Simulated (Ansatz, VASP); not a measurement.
## Te2Mo: VASP beside Ansatz

File INCAR:

```
  PREC = Accurate
  ENCUT = 520
  EDIFF = 1E-6
  ISMEAR = 0
  SIGMA = 0.1
  LREAL = F
  LASPH = T
  NELM = 80
  ALGO = Normal
  ISIF = 2
  LWAVE = F
  LCHARG = F
  GGA = CA
  NBANDS = 35
```

Contents of KPOINTS:

```
Automatic mesh
0
Gamma
  6 10 1
```

Contents of POSCAR:

```
Te2Mo
1.0
    6.3616090156      0.0000000000      0.0000000000
    0.0000000000      3.4804030600      0.0000000000
   -0.0857412231      0.0000000000     36.1758904685
Te Mo
4 2
Direct
    0.0791521300      0.7500000000      0.4434726800
    0.9208478700      0.2500000000      0.5565273200
    0.5707489000      0.2500000000      0.4592964200
    0.4292511000      0.7500000000      0.5407035800
    0.8186524400      0.7500000000      0.5025346300
    0.1813475600      0.2500000000      0.4974653700
```

Input for Ansatz:

```yaml
crystal:
  lattice:
    - [6.3616090156, 0.0, 0.0]
    - [0.0, 3.48040306, 0.0]
    - [-0.0857412231, 0.0, 36.1758904685]
  atoms:
    - { symbol: Te, position: [0.07915213, 0.75, 0.44347268] }
    - { symbol: Te, position: [0.92084787, 0.25, 0.55652732] }
    - { symbol: Te, position: [0.5707489, 0.25, 0.45929642] }
    - { symbol: Te, position: [0.4292511, 0.75, 0.54070358] }
    - { symbol: Mo, position: [0.81865244, 0.75, 0.50253463] }
    - { symbol: Mo, position: [0.18134756, 0.25, 0.49746537] }
basis:
  ecutwfc: 850
kpoints:
  mp_grid: { grid: [6, 10, 1] }
hamiltonian:
  xc: lda
scf:
  occupations: { method: gaussian, width: 0.1 }
output:
  forces: true
  stress: true
  eigenvalues: true
```

Alike in both runs: task single point; functional LDA; k mesh 6 × 10 × 1; occupations gaussian, width 0.1 eV; no spin polarisation.

|  | VASP | Ansatz |
| --- | --- | --- |
| version | VASP 6.6.1 | Ansatz 0.2.0 |
| potentials or method | VASP PAW LDA potentials, release 64 (Te, Mo_sv), cutoff 520 eV | scalar-relativistic, plane waves, PAW |
| valence electrons in the cell | 52 | 92 |

Ansatz gave:

| Property | Result |
| --- | --- |
| gap on the k mesh at the Fermi level (eV) | none |
| rms of the force components (eV/Å) | 0.211 |

Q: What did VASP give for the same quantities?

A: gap on the k mesh at the Fermi level (eV): none; rms of the force components (eV/Å): 0.190.

LDA's correlation is that of Perdew and Zunger in VASP and of Perdew and Wang (1992) in Ansatz. Atom by atom the forces differ by 0.022 eV/Å (rms over components). A gap of «none» marks a metal or a gap that the smearing closes. VASP's potentials hold 52 valence electrons a cell and Ansatz's 92, so a difference there can come from the potentials and not from the codes.

Neither program's run includes spin-orbit coupling.
